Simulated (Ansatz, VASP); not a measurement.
**TaBi in VASP and in Ansatz**

```xyz
2
Lattice="3.4410 0.0000 0.0000 0.0000 3.4410 0.0000 0.0000 0.0000 3.4410" Properties=species:S:1:pos:R:3 pbc="T T T"
Ta    0.0000    0.0000    0.0000
Bi    1.7205    1.7205    1.7205
```

Alike in both runs: task single point; functional LDA; k mesh 11 × 11 × 11; occupations fermi-dirac, width 0.05 eV; no spin polarisation.

|  | VASP | Ansatz |
| --- | --- | --- |
| version | VASP 6.6.1 | Ansatz 0.2.0 |
| potentials or method | VASP PAW LDA potentials, release 64 (Ta_pv, Bi_d), cutoff 520 eV | all-electron LAPW, scalar-relativistic |

```tsv
	VASP	Ansatz	Ansatz less VASP
pressure (GPa)	0.4	0.1	-0.33
```

LDA's correlation is that of Perdew and Zunger in VASP and of Perdew and Wang (1992) in Ansatz. Ansatz ran all-electron here, and VASP with PAW potentials.

Neither program's run includes spin-orbit coupling.
